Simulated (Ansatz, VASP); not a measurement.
CsSbSI2 in VASP and in Ansatz

```
CELL_PARAMETERS angstrom
6.27701 0.00000 0.00000
0.00000 6.27701 0.00000
0.00000 0.00000 4.89654
ATOMIC_POSITIONS crystal
Cs 0.00000 0.00000 0.00000
Sb 0.50000 0.50000 0.50000
S 0.50000 0.50000 0.00000
I 0.00000 0.50000 0.57773
I 0.50000 0.00000 0.42227
```

Alike in both runs: task single point; functional PBE; k mesh 6 × 6 × 8; occupations gaussian, width 0.05 eV; no spin polarisation.

|  | VASP | Ansatz |
| --- | --- | --- |
| version | VASP 6.6.1 | Ansatz 0.2.0 |
| potentials or method | VASP PAW PBE potentials, release 64 (Cs_sv, Sb, S, I), cutoff 520 eV | scalar-relativistic, plane waves, PAW |
| valence electrons in the cell | 34 | 64 |

Ansatz gave:

- gap on the k mesh at the Fermi level (eV): none
- pressure (GPa): 2.2
- traceless stress, the component that is largest in VASP (GPa): 2.40
- rms of the force components (eV/Å): 0.135

What did VASP give for the same quantities?

gap on the k mesh at the Fermi level (eV): none; pressure (GPa): 2.2; traceless stress, the component that is largest in VASP (GPa): 2.44; rms of the force components (eV/Å): 0.137.

Atom by atom the forces differ by 0.002 eV/Å (rms over components). A gap of «none» marks a metal or a gap that the smearing closes. VASP's potentials hold 34 valence electrons a cell and Ansatz's 64, so a difference there can come from the potentials and not from the codes.

Spin-orbit coupling is off throughout.
